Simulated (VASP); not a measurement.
A run of VASP 6.6.1 is set up as follows.

INCAR

```
SYSTEM = CdS
ALGO = Normal ; EDIFF = 1E-6
ENCUT = 520 ; GGA = PE
ISIF = 2 ; ISMEAR = 0
LASPH = .TRUE. ; LCHARG = .FALSE.
LREAL = .FALSE. ; LWAVE = .FALSE.
NBANDS = 26 ; NELM = 100
PREC = Accurate ; SIGMA = 0.1
```

File KPOINTS:

```
k-points
0
G
  6 6 4
  0 0 0
```

POSCAR

```
CdS
1.0
    3.7877074158      0.0000000000      0.0000000000
   -1.8938537079      3.2802508442      0.0000000000
    0.0000000000      0.0000000000      6.8327683747
Cd S
2 2
Direct
    0.3333333333      0.6666666667      0.7500000000
    0.6666666667      0.3333333333      0.2500000000
    0.0000000000      0.0000000000      0.0000000000
    0.0000000000      0.0000000000      0.5000000000
```

Potentials or basis: VASP PAW PBE potentials, release 64 (Cd, S).

Command:

```console
$ cat potpaw_PBE.64/Cd/POTCAR potpaw_PBE.64/S/POTCAR > POTCAR
$ mpirun -np 1 vasp_std > vasp.out
```

**Question.** Predict the pressure.

**Answer.** 0.5 GPa.

**Question.** Estimate the band gap on the k mesh.

**Answer.** Zero (band 18 reaches 3.23 eV, above the bottom of band 19 at 3.03 eV).

Stress tensor (GPa, compression positive):
```
0.44 0.00 0.00
0.00 0.44 0.00
0.00 0.00 0.52
```
